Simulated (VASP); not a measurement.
Input of a VASP 6.6.1 run:

INCAR

```
PREC = Accurate
ENCUT = 520
EDIFF = 1E-6
ISMEAR = -1
SIGMA = 0.02
LREAL = False
LASPH = True
NELM = 100
ALGO = Normal
ISIF = 2
LWAVE = False
LCHARG = False
GGA = PE
NBANDS = 16
```

KPOINTS

```
regular mesh
0
Gamma
  8 8 8
```

POSCAR

```
GaP
1.0
    0.0000000000      2.7254102088      2.7254102088
    2.7254102088      0.0000000000      2.7254102088
    2.7254102088      2.7254102088      0.0000000000
Ga P
1 1
Direct
    0.0000000000      0.0000000000      0.0000000000
    0.2500000000      0.2500000000      0.2500000000
```

Potentials or basis: VASP PAW PBE potentials, release 64 (Ga_d, P).

The run is started by

```sh
$ cat potpaw_PBE.64/Ga_d/POTCAR potpaw_PBE.64/P/POTCAR > POTCAR
$ mpirun -np 1 vasp_std > vasp.out
```

Task: What does it give for the pressure?

Result: 2.4 GPa.

Task: Estimate the band gap on the k mesh.

Result: 1.64 eV, indirect (least direct gap 1.82 eV).

**Experimental background.**

From “Stacking defects in GaP nanowires: Electronic structure and optical properties”, 2018, arxiv:1810.01194, for a bulk crystal of GaP at 10 K: band gap 2.34 eV (indirect).

A measured gap of GaP is 2.34 eV (indirect; 10 K; quoted in “Stacking defects in GaP nanowires: Electronic structure and optical properties”, 2018, arxiv:1810.01194); the calculated 1.64 eV misses it by -0.70 eV. Spin-orbit coupling on Ga is left out. The value is that of PBE on a finite k mesh, which can miss the band edges, without temperature or zero-point motion. Semilocal functionals fall short of measured gaps as a rule.
